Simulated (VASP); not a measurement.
Crystal: Mo.

```xyz
1
Lattice="2.8245 -0.0181 -0.0484 -1.4279 2.3175 0.0146 -0.0452 -0.0104 2.5373" Properties=species:S:1:pos:R:3 pbc="T T T"
Mo   -0.0226   -0.0052    1.2687
```

Base run:

```yaml
Program: VASP 6.6.1
Functional: PBEsol
Potentials_or_basis: VASP PAW PBE potentials, release 64 (Mo_sv)
Cutoff: 520 eV
k_mesh: 8 × 8 × 8
Occupations: fermi-dirac, width 0.1 eV
Spin: no spin polarisation
```

Its results: band gap on the k mesh zero (bands 7 and 8 overlap by 1.91 eV); pressure -2.8 GPa.

Question: The run is repeated on the same cell with these changes: k mesh from 8 × 8 × 8 to 10 × 10 × 9; further incar settings from ALGO = Fast; EDIFF = 1e-07; NBANDS = 13 to ALGO = Normal; EDIFF = 1e-07; NBANDS = 13. What comes out?

Answer: Band gap on the k mesh zero (bands 7 and 8 overlap by 1.83 eV); pressure -2.3 GPa.

Caveats: the PAW data sets were made with another functional, which shifts forces and pressure a little; the stress differs along the axes, from -6 to 2 GPa (at least some runs).
